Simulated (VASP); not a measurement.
# Ga in VASP: further runs

Runs on Ga. Level: PBEsol. Tasks: single point.

Everything below comes from runs of VASP 6.6.1. Logs are shortened: lines on timing, memory, paths and dates and some standing lists are left out, and cuts for length are marked.

**1. The cell of the first run**

The typed cell holds 2 atoms: a = 4.514 Å, b = 4.514 Å, c = 3.325 Å, α = 90.00°, β = 90.00°, γ = 143.70°.

**2. Single point, PBEsol (volume scaled by 1.12)**

INCAR

```
SYSTEM = Ga
PREC = Accurate ; ENCUT = 520
EDIFF = 1E-7 ; ISMEAR = -1
SIGMA = 0.1 ; LREAL = .False.
LASPH = .True. ; NELM = 60
ALGO = Normal ; ISIF = 2
LWAVE = .False. ; LCHARG = .False.
GGA = PS ; NBANDS = 20
```

KPOINTS

```
regular mesh
0
Gamma
  14 14 11
  0 0 0
```

POSCAR

```
Ga
1.0
    1.4060922937     -4.2897824931      0.0249288028
    1.4060922937      4.2897824931      0.0249288028
   -0.0593885551      0.0000000000      3.3244967266
Ga
2
Direct
    0.8677158820      0.1322841180      0.2500000000
    0.1322841180      0.8677158820      0.7500000000
```

Potentials or basis: VASP PAW PBE potentials, release 64 (Ga_d).

Run with:

```sh
cat potpaw_PBE.64/Ga_d/POTCAR > POTCAR
mpirun -np 1 vasp_std > vasp.out
```

OUTCAR:

```text
SYSTEM = Ga
   PREC = Accurate
   ENCUT = 520
   EDIFF = 1E-7
   ISMEAR = -1
   LREAL = .False.
   LASPH = .True.
   NELM = 60
   ISIF = 2
   GGA = PS

 ion  position               nearest neighbor table
   1  0.868  0.132  0.250-   2 2.81   2 2.81
   2  0.132  0.868  0.750-   1 2.81   1 2.81

  LATTYP: Found a base centered monoclinic cell.
 ALAT       =     2.8126265188
 B/A-ratio  =     3.0503747756
 C/A-ratio  =     1.1821786925
 COS(beta)  =    -0.0001347439

  Lattice vectors:

 A1 = (   1.4060922937,  -4.2897824931,   0.0249288028)
 A2 = (   1.4060922937,   4.2897824931,   0.0249288028)
 A3 = (  -0.0593885551,   0.0000000000,   3.3244967266)

Analysis of symmetry for initial positions (statically):
=====================================================================
 Subroutine PRICEL returns:
 Original cell was already a primitive cell.

 Routine SETGRP: Setting up the symmetry group for a
 base centered monoclinic supercell.

 Subroutine GETGRP returns: Found  4 space group operations
 (whereof  2 operations were pure point group operations)
 out of a pool of  4 trial point group operations.

The static configuration has the point symmetry S_2 .
 The point group associated with its full space group is C_2h.

Analysis of symmetry for dynamics (positions and initial velocities):
=====================================================================
 Subroutine PRICEL returns:
 Original cell was already a primitive cell.

 Routine SETGRP: Setting up the symmetry group for a
 base centered monoclinic supercell.

 Subroutine GETGRP returns: Found  4 space group operations
 (whereof  2 operations were pure point group operations)
 out of a pool of  4 trial point group operations.

The dynamic configuration has the point symmetry S_2 .
 The point group associated with its full space group is C_2h.

 Subroutine INISYM returns: Found  4 space group operations
 (whereof  2 operations are pure point group operations),
 and found     1 'primitive' translations

----------------------------------------------------------------------------------------

                                     Primitive cell

  volume of cell :      40.1183

  direct lattice vectors                    reciprocal lattice vectors
     1.406092294 -4.289782493  0.024928803     0.355482849 -0.116556026  0.006350318
     1.406092294  4.289782493  0.024928803     0.355482849  0.116556026  0.006350318
    -0.059388555  0.000000000  3.324496727    -0.005331190  0.000000000  0.300702173

  length of vectors
     4.514415889  4.514415889  3.325027141     0.374157306  0.374157306  0.300749428

  position of ions in fractional coordinates (direct lattice)
     0.867715882  0.132284118  0.250000000
     0.132284118  0.867715882  0.750000000

  ion indices of the primitive-cell ions
   primitive index   ion index
                 1           1
                 2           2

----------------------------------------------------------------------------------------

 KPOINTS: regular mesh

Automatic generation of k-mesh.
 Grid dimensions read from file:
 generate k-points for:   14   14   11

 Generating k-lattice:

  Cartesian coordinates                     Fractional coordinates (reciprocal lattice)
     0.025391632 -0.008325430  0.000453594     0.071428571  0.000000000 -0.000000000
     0.025391632  0.008325430  0.000453594     0.000000000  0.071428571 -0.000000000
    -0.000484654  0.000000000  0.027336561     0.000000000  0.000000000  0.090909091

  Length of vectors
     0.026725522  0.026725522  0.027340857

  Shift w.r.t. Gamma in fractional coordinates (k-lattice)
     0.000000000  0.000000000  0.000000000

 Subroutine IBZKPT returns following result:
 ===========================================

 Found    582 irreducible k-points:

 Following reciprocal coordinates:
            Coordinates               Weight
  0.000000  0.000000  0.000000      1.000000
  0.071429 -0.000000 -0.000000      4.000000
  0.142857 -0.000000 -0.000000      4.000000
  0.214286  0.000000 -0.000000      4.000000
  0.285714 -0.000000 -0.000000      4.000000
  0.357143 -0.000000 -0.000000      4.000000
[... 16 lines left out ...]
  0.214286  0.142857 -0.000000      4.000000
  0.285714  0.142857 -0.000000      4.000000
 [... further k-points ...]
   k-points           NKPTS =    582   k-points in BZ     NKDIM =    582   number of bands    NBANDS=     20
   number of dos      NEDOS =    301   number of ions     NIONS =      2
   total plane-waves  NPLWV =  36288
   dimension x,y,z NGX =    36 NGY =   36 NGZ =   28
   dimension x,y,z NGXF=    72 NGYF=   72 NGZF=   56
   ions per type =               2
   NGX,Y,Z   is equivalent  to a cutoff of  13.26, 13.26, 14.00 a.u.
   NGXF,Y,Z  is equivalent  to a cutoff of  26.51, 26.51, 28.00 a.u.
 SYSTEM =  Ga
   PREC   = accura    normal or accurate (medium, high low for compatibility)
   ISTART =      0    job   : 0-new  1-cont  2-samecut
   ICHARG =      2    charge: 1-file 2-atom 10-const
   ISPIN  =      1    spin polarized calculation?
   LNONCOLLINEAR =      F non collinear calculations
   LSORBIT =      F    spin-orbit coupling
   LASPH  =      T    aspherical Exc in radial PAW
   ENCUT  =  520.0 eV  38.22 Ry    6.18 a.u.   8.39  8.39  6.18*2*pi/ulx,y,z
   NELM   =     60;   NELMIN=  2; NELMDL= -5     # of ELM steps
   EDIFF  = 0.1E-06   stopping-criterion for ELM
   LREAL  =      F    real-space projection
   EDIFFG = 0.1E-05   stopping-criterion for IOM
   NSW    =      0    number of steps for IOM
   IBRION =     -1    ionic relax: 0-MD 1-quasi-New 2-CG
   NFREE  =      0    steps in history (QN), initial steepest desc. (CG)
   ISIF   =      2    stress and relaxation
   ISYM   =      2    0-nonsym 1-usesym 2-fastsym
   POTIM  = 0.5000    time-step for ionic-motion
   TEBEG  =    0.0;   TEEND  =   0.0 temperature during run
   PSTRESS=    0.0 pullay stress
   NELECT =      26.0000    total number of electrons
   NUPDOWN=      -1.0000    fix difference up-down
   EMIN   =  10.00;   EMAX   =-10.00  energy-range for DOS
   EFERMI =   0.00;   METHOD = LEGACY
   ISMEAR =    -1;   SIGMA  =   0.10  broadening in eV -4-tet -1-fermi 0-gaus
   EFERMI_NEDOS =   21; number of points for ismear=-14 and -15
   IALGO  =     38    algorithm
   IMIX   =      4    mixing-type and parameters
     AMIX     =   0.40;   BMIX     =  1.00
     AMIX_MAG =   1.60;   BMIX_MAG =  1.00
  volume/ion in A,a.u.               =      20.06       135.37
  Fermi-wavevector in a.u.,A,eV,Ry     =   1.416724  2.677219 27.308329  2.007106
  Thomas-Fermi vector in A             =   2.538028
   LORBIT       =      0    0 simple, 1 ext, 2 COOP (PROOUT), +10 PAW based schemes
   GGA     = PS    functional components
   LHFCALC =     F    Hartree Fock is set to
   AEXX    =    0.0000 exact exchange contribution
   IVDW    =     0    specifies the selected vdW correction
   LEPSILON=     F    determine dielectric tensor
   LRPA    =     F    only Hartree local field effects (RPA)
 non-spin polarized calculation
  energy-cutoff  :      520.00
  volume of cell :       40.12
 maximum number of plane-waves:      1102
 NGX is ok and might be reduce to    36
   NGX = 17   NGY = 17   NGZ = 13

 number of electron      26.0000017 magnetization

 Free energy of the ion-electron system (eV)
  ---------------------------------------------------
  ext. energy  EPLUGINS =         0.00000000
  ---------------------------------------------------
  free energy    TOTEN  =        -6.61381367 eV

  energy without entropy =       -6.58418554  energy(sigma->0) =       -6.59899961

 E-fermi :   4.8320     XC(G=0): -10.8090

 val. band max:        4.8270661138   @ k =  -0.2143  -0.2143   0.4545
 cond. band min:       4.8386170444   @ k =  -0.1429  -0.4286   0.3636
 fundamental gap:      0.0115509306
 Fermi energy:         4.8319533829

 k-point     1 :       0.0000    0.0000    0.0000
  band No.  band energies     occupation
      1     -10.1818      2.00000
      2     -10.1556      2.00000
      3     -10.1524      2.00000
      4     -10.1200      2.00000
      5      -9.8957      2.00000
      6      -9.8904      2.00000
[... 12 lines left out ...]
     19      15.1082      0.00000
     20      17.5405      0.00000

 k-point     2 :       0.0714   -0.0000   -0.0000
  band No.  band energies     occupation
      1     -10.1716      2.00000
      2     -10.1522      2.00000
      3     -10.1395      2.00000
      4     -10.1078      2.00000
      5      -9.9026      2.00000
      6      -9.8982      2.00000
[... 12 lines left out ...]
     19      15.4081      0.00000
     20      18.1567      0.00000

 k-point     3 :       0.1429   -0.0000   -0.0000
  band No.  band energies     occupation
      1     -10.1477      2.00000
      2     -10.1427      2.00000
      3     -10.1090      2.00000
      4     -10.0660      2.00000
      5      -9.9231      2.00000
      6      -9.9201      2.00000
[... 12 lines left out ...]
     19      15.5559      0.00000
     20      18.6871      0.00000

 k-point     4 :       0.2143    0.0000   -0.0000
  band No.  band energies     occupation
      1     -10.1295      2.00000
      2     -10.1226      2.00000
      3     -10.0672      2.00000
      4     -10.0121      2.00000
      5      -9.9520      2.00000
      6      -9.9428      2.00000
[... 12 lines left out ...]
     19      15.7013      0.00000
     20      19.4594      0.00000

 k-point     5 :       0.2857   -0.0000   -0.0000
  band No.  band energies     occupation
      1     -10.1160      2.00000
      2     -10.1004      2.00000
      3     -10.0329      2.00000
      4     -10.0171      2.00000
      5      -9.9881      2.00000
      6      -9.9236      2.00000
[... 12 lines left out ...]
     19      15.8550      0.00000
     20      18.3602      0.00000

 k-point     6 :       0.3571   -0.0000   -0.0000
  band No.  band energies     occupation
      1     -10.1059      2.00000
      2     -10.0895      2.00000
      3     -10.0448      2.00000
      4     -10.0215      2.00000
      5     -10.0169      2.00000
      6      -9.9347      2.00000
[... 12 lines left out ...]
     19      15.5698      0.00000
     20      16.9133      0.00000

 k-point     7 :       0.4286    0.0000   -0.0000
  band No.  band energies     occupation
      1     -10.1000      2.00000
      2     -10.1000      2.00000
      3     -10.0458      2.00000
      4     -10.0418      2.00000
      5     -10.0220      2.00000
      6      -9.9379      2.00000
[... 12 lines left out ...]
     19      14.4868      0.00000
     20      16.7845      0.00000
[... 277 lines left out ...]
 k-point    20 :      -0.1429    0.0714    0.0000
  band No.  band energies     occupation
      1     -10.1768      2.00000
      2     -10.1436      2.00000
      3     -10.1404      2.00000
      4     -10.0946      2.00000
      5      -9.9156      2.00000
      6      -9.9033      2.00000
[... 12 lines left out ...]
     19      15.0690      0.00000
     20      18.2358      0.00000

 k-point    21 :      -0.0714    0.0714    0.0000
  band No.  band energies     occupation
      1     -10.1857      2.00000
      2     -10.1518      2.00000
      3     -10.1512      2.00000
      4     -10.1130      2.00000
      5      -9.9032      2.00000
      6      -9.8930      2.00000
[... 12 lines left out ...]
     19      15.1797      0.00000
     20      16.9847      0.00000

 k-point    22 :       0.1429    0.1429   -0.0000
  band No.  band energies     occupation
      1     -10.1285      2.00000
      2     -10.1079      2.00000
      3     -10.0380      2.00000
      4      -9.9893      2.00000
      5      -9.9703      2.00000
      6      -9.9410      2.00000
[... 12 lines left out ...]
     19      16.5837      0.00000
     20      19.2036      0.00000

 k-point    23 :       0.2143    0.1429   -0.0000
  band No.  band energies     occupation
      1     -10.1212      2.00000
      2     -10.0889      2.00000
      3     -10.0621      2.00000
      4      -9.9967      2.00000
      5      -9.9940      2.00000
      6      -9.9584      2.00000
[... 12 lines left out ...]
     19      16.5815      0.00000
     20      18.1016      0.00000

 k-point    24 :       0.2857    0.1429   -0.0000
  band No.  band energies     occupation
      1     -10.1158      2.00000
      2     -10.0939      2.00000
      3     -10.0666      2.00000
      4     -10.0188      2.00000
      5     -10.0006      2.00000
      6      -9.9611      2.00000
[... 12 lines left out ...]
     19      15.6646      0.00000
     20      16.9536      0.00000

 [... further k-points ...]
[... 5 lines left out ...]
  --------------------------------------------------------------------------------------
  -------------------------------------------------------------------------------------
  Total       -1.1064316     -1.3870746     -1.1689200      0.0000000      0.0000000      0.0012347
  in kB      -44.1868062    -55.3946562    -46.6823625      0.0000000      0.0000000      0.0493090
  external PRESSURE =     -48.7546083 kB  Pullay stress =       0.0000000 kB

 VOLUME and BASIS-vectors are now :
 -----------------------------------------------------------------------------
  energy-cutoff  :      520.00
  volume of cell :       40.12
      direct lattice vectors                 reciprocal lattice vectors
     1.406092294 -4.289782493  0.024928803     0.355482849 -0.116556026  0.006350318
     1.406092294  4.289782493  0.024928803     0.355482849  0.116556026  0.006350318
    -0.059388555  0.000000000  3.324496727    -0.005331190  0.000000000  0.300702173

 POSITION                                       TOTAL-FORCE (eV/Angst)
 -----------------------------------------------------------------------------------
      1.39125     -3.15484      0.85605        -0.000000      0.020156      0.000000
      1.36155      3.15484      2.51830         0.000000     -0.020156     -0.000000
 -----------------------------------------------------------------------------------
    total drift:                                0.000000     -0.000000      0.000000

  FREE ENERGIE OF THE ION-ELECTRON SYSTEM (eV)
  ---------------------------------------------------
  free  energy   TOTEN  =        -6.6138136739 eV

  energy  without entropy=       -6.5841855444  energy(sigma->0) =       -6.59899961
```

It took 7.6 min on 1 thread of AMD EPYC 7R13 (Zen 3), shared host; peak memory 0.44 GiB.

What came out:

```yaml
Free_energy: -6.6138 eV
Pressure: -4.9 GPa
Largest_force: 0.020 eV/Å
Band_gap_on_the_k_mesh: zero (band 13 reaches 9.01 eV, above the bottom of band 14 at 1.21 eV)
```

Forces in eV/Å, atoms in the order of the input:
```
Ga   0.000  0.020  0.000
Ga   0.000 -0.020  0.000
```

Stress tensor (GPa, compression positive):
```
-4.42  0.00  0.00
 0.00 -5.54  0.00
 0.00  0.00 -4.67
```

Caveat: the cell differs from its parent crystal (volume scaled by 1.12); the PAW data sets were made with another functional, which shifts forces and pressure a little.

**3. Single point, PBEsol (volume scaled by 0.96)**

INCAR

```
SYSTEM = Ga
PREC = Accurate
ENCUT = 520
EDIFF = 1E-6
ISMEAR = -1
SIGMA = 0.1
LREAL = .FALSE.
LASPH = .TRUE.
NELM = 80
ALGO = Normal
ISIF = 2
LWAVE = .FALSE.
LCHARG = .FALSE.
GGA = PS
NBANDS = 20
```

KPOINTS

```
Automatic mesh
0
G
  14 14 11
  0 0 0
```

POSCAR

```
Ga
1.0
    1.3356671089     -4.0749255264      0.0236802250
    1.3356671089      4.0749255264      0.0236802250
   -0.0564140349      0.0000000000      3.1579868199
Ga
2
Direct
    0.8677158820      0.1322841180      0.2500000000
    0.1322841180      0.8677158820      0.7500000000
```

Potentials or basis: VASP PAW PBE potentials, release 64 (Ga_d).

Run with:

```sh
cat potpaw_PBE.64/Ga_d/POTCAR > POTCAR
mpirun -np 1 vasp_std > vasp.out
```

It took 89 s on 1 thread of Intel Xeon Platinum 8481C at 2.70GHz (Sapphire Rapids), shared host; peak memory 0.41 GiB.

Results (log left out):

* Free energy: -6.6691 eV
* Pressure: 2.9 GPa
* Largest force: 0.013 eV/Å
* Band gap on the k mesh: zero (band 13 reaches 10.88 eV, above the bottom of band 14 at 2.07 eV)

Forces on the atoms (eV/Å):
```
Ga   0.000  0.013  0.000
Ga   0.000 -0.013  0.000
```

Stress tensor (GPa, compression positive):
```
3.94 0.00 0.01
0.00 1.51 0.00
0.01 0.00 3.12
```

Levels at points of the mesh, in eV from the Fermi level:
```
           k point  band 10  band 11  band 12  band 13  band 14  band 15  band 16  band 17
(0.00, 0.00, 0.00)   -14.70   -11.93    -2.93    -2.24     2.33     6.17    10.28    10.73
(0.50, 0.00, 0.00)   -14.69    -6.22    -5.47    -1.85    -0.26     6.39     7.15     9.19
(0.50, 0.50, 0.00)   -14.74    -9.93    -9.21     4.56     5.38     6.58     6.60     8.22
```

Caveat: the cell differs from its parent crystal (volume scaled by 0.96); the PAW data sets were made with another functional, which shifts forces and pressure a little.

**4. Single point, PBEsol**

This run uses another cell than the first one, of 17.91 Å³/atom, 0.893 times its volume.

INCAR

```
  ALGO = Normal
  EDIFF = 1E-6
  ENCUT = 520
  GGA = PS
  ISIF = 2
  ISMEAR = -1
  LASPH = True
  LCHARG = False
  LREAL = False
  LWAVE = False
  NBANDS = 20
  NELM = 60
  PREC = Accurate
  SIGMA = 0.1
```

KPOINTS

```
k-points
0
Gamma
  14 14 11
```

POSCAR

```
Ga
1.0
    1.3539661925     -4.1307533615      0.0240046520
    1.3539661925      4.1307533615      0.0240046520
   -0.0571869259      0.0000000000      3.2012522897
Ga
2
Direct
    0.8677158820      0.1322841180      0.2500000000
    0.1322841180      0.8677158820      0.7500000000
```

Run with:

```sh
cat potpaw_PBE.64/Ga_d/POTCAR > POTCAR
mpirun -np 1 vasp_std > vasp.out
```

It took 94 s on 1 thread of Intel Xeon Platinum 8481C at 2.70GHz (Sapphire Rapids), shared host; peak memory 0.43 GiB.

Results (log left out):

```
Free energy            : -6.6833 eV
Pressure               : 0.1 GPa
Largest force          : 0.018 eV/Å
Band gap on the k mesh : zero (band 13 reaches 10.36 eV, above the bottom of band 14 at 1.82 eV)
```

Forces on the atoms (eV/Å):
```
Ga   0.000  0.018  0.000
Ga   0.000 -0.018  0.000
```

Stress tensor (GPa, compression positive):
```
 1.05  0.00  0.01
 0.00 -1.05  0.00
 0.01  0.00  0.44
```

Levels at points of the mesh, in eV from the Fermi level:
| k point | band 9 | band 10 | band 11 | band 12 | band 13 | band 14 | band 15 | band 16 | band 17 | band 18 |
| --- | --- | --- | --- | --- | --- | --- | --- | --- | --- | --- |
| (0.00, 0.00, 0.00) | -14.79 | -14.67 | -11.59 | -2.77 | -2.31 | 2.31 | 6.07 | 9.98 | 10.39 | 10.87 |
| (0.50, 0.00, 0.00) | -14.73 | -14.66 | -6.11 | -5.27 | -1.74 | -0.31 | 6.17 | 6.93 | 8.88 | 9.37 |
| (0.50, 0.50, 0.00) | -14.75 | -14.70 | -9.65 | -8.95 | 4.45 | 5.24 | 6.32 | 6.35 | 8.00 | 10.01 |

Caveat: the PAW data sets were made with another functional, which shifts forces and pressure a little.

**5. The runs side by side**

| cell | gap on the mesh (eV) | pressure (GPa) | largest force (eV/Å) |
| --- | --- | --- | --- |
| a = 4.514, b = 4.514, c = 3.325 Å, angles 90.0, 90.0, 143.7°, 2 atoms | none | -4.9 | 0.02 |
| a = 4.288, b = 4.288, c = 3.158 Å, angles 90.0, 90.0, 143.7°, 2 atoms | none | 2.9 | 0.01 |
| a = 4.347, b = 4.347, c = 3.202 Å, angles 90.0, 90.0, 143.7°, 2 atoms | none | 0.1 | 0.02 |

Alike in all rows: task single point; level PBEsol; potentials or basis VASP PAW PBE potentials, release 64 (Ga_d); no spin polarisation; k mesh 14 × 14 × 11; cutoff (eV) 520; smearing fermi-dirac 0.1 eV.

Caveats: the PAW data sets were made with another functional, which shifts forces and pressure a little.

Absolute energies hang on the potentials; compare differences alone.
